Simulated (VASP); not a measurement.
A run of VASP 6.6.1 is set up as follows.

POSCAR

```
AsRhF6
1.0
    3.3468012070      0.0000000000      0.0000000000
    0.0000000000      3.3468012070      0.0000000000
    0.0000000000      0.0000000000      6.8231295841
As Rh F
1 1 6
Direct
    0.0000000000      0.0000000000      0.0000000000
    0.0000000000      0.0000000000      0.5000000000
    0.5000000000      0.5000000000      0.0000000000
    0.5000000000      0.5000000000      0.5000000000
    0.5000000000      0.0000000000      0.2442362024
    0.5000000000      0.0000000000      0.7557637976
    0.0000000000      0.5000000000      0.2442362024
    0.0000000000      0.5000000000      0.7557637976
```

INCAR.step1

```
PREC = Accurate
ENCUT = 520
ISMEAR = -1
SIGMA = 0.03
LREAL = False
LASPH = True
NELM = 80
NBANDS = 41
GGA = PE
ALGO = Normal
EDIFF = 1E-4
LWAVE = True
LCHARG = False
```

INCAR.step2

```
PREC = Accurate
ENCUT = 520
EDIFF = 1E-6
ISMEAR = -1
SIGMA = 0.03
LREAL = False
LASPH = True
NELM = 80
ALGO = Normal
ISIF = 2
LWAVE = False
LCHARG = False
METAGGA = R2SCAN
LMIXTAU = True
LUSE_VDW = True
IVDW_NL = 2
BPARAM = 11.95
CPARAM = 0.0093
NBANDS = 41
ISTART = 1
```

Contents of KPOINTS:

```
Automatic mesh
0
Gamma
  8 8 4
```

Potentials or basis: VASP PAW PBE potentials, release 64 (As, Rh_pv, F).

Command:

```console
$ cat potpaw_PBE.64/As/POTCAR potpaw_PBE.64/Rh_pv/POTCAR potpaw_PBE.64/F/POTCAR > POTCAR
$ cp INCAR.step1 INCAR
$ mpirun -np 1 vasp_std > vasp.out
$ cp INCAR.step2 INCAR
$ mpirun -np 1 vasp_std > vasp.out
```

(1) What does it give for the band gap on the k mesh?

(2) What does it give for the pressure?

(3) What does it give for the largest force?

## Answers

(1) zero (bands 31 and 32 overlap by 0.43 eV).

(2) -0.4 GPa.

(3) 0.017 eV/Å.

Caveat: the PAW data sets were made with another functional, which shifts forces and pressure a little.
